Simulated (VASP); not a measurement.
Write the native input for VASP 6.6.1 that does the following.

- Task: single point
- Functional: LDA
- Potentials or basis: VASP PAW LDA potentials, release 64 (Hf_pv, C)
- Cutoff: 520 eV
- k mesh: 9 × 9 × 5
- Occupations: fermi-dirac, width 0.05 eV
- Spin: no spin polarisation
- Dipole correction: no
- Further INCAR settings: ALGO = Normal; EDIFF = 1e-06; NBANDS = 22

The structure of HfC lies in POSCAR:

```
HfC
1.0
    3.2976866492      0.0000000000      0.0000000000
   -1.6488433246      2.8558804119      0.0000000000
    0.0000000000      0.0000000000      5.1323984344
Hf C
2 2
Direct
    0.3333333333      0.6666666667      0.2500000000
    0.6666666667      0.3333333333      0.7500000000
    0.0000000000      0.0000000000      0.5000000000
    0.0000000000      0.0000000000      0.0000000000
```

These files were run (other wordings do the same):

INCAR

```
PREC = Accurate
ENCUT = 520
EDIFF = 1E-6
ISMEAR = -1
SIGMA = 0.05
LREAL = F
LASPH = T
NELM = 60
ALGO = Normal
ISIF = 2
LWAVE = F
LCHARG = F
GGA = CA
NBANDS = 22
```

KPOINTS

```
Automatic mesh
0
Gamma
  9 9 5
```

Potentials or basis: VASP PAW LDA potentials, release 64 (Hf_pv, C).

Run with:

```sh
$ cat potpaw_LDA.64/Hf_pv/POTCAR potpaw_LDA.64/C/POTCAR > POTCAR
$ mpirun -np 1 vasp_std > vasp.out
```

Results of the run:

The pressure is -2.9 GPa. The band gap on the k mesh is zero (band 14 reaches 7.62 eV, above the bottom of band 15 at 6.54 eV).

Caveat: spin-orbit coupling is left out, which moves the levels of the heavy elements.

Wall time 65 s on 1 thread of AMD EPYC 7R13 (shared host), peak memory 0.14 GiB.
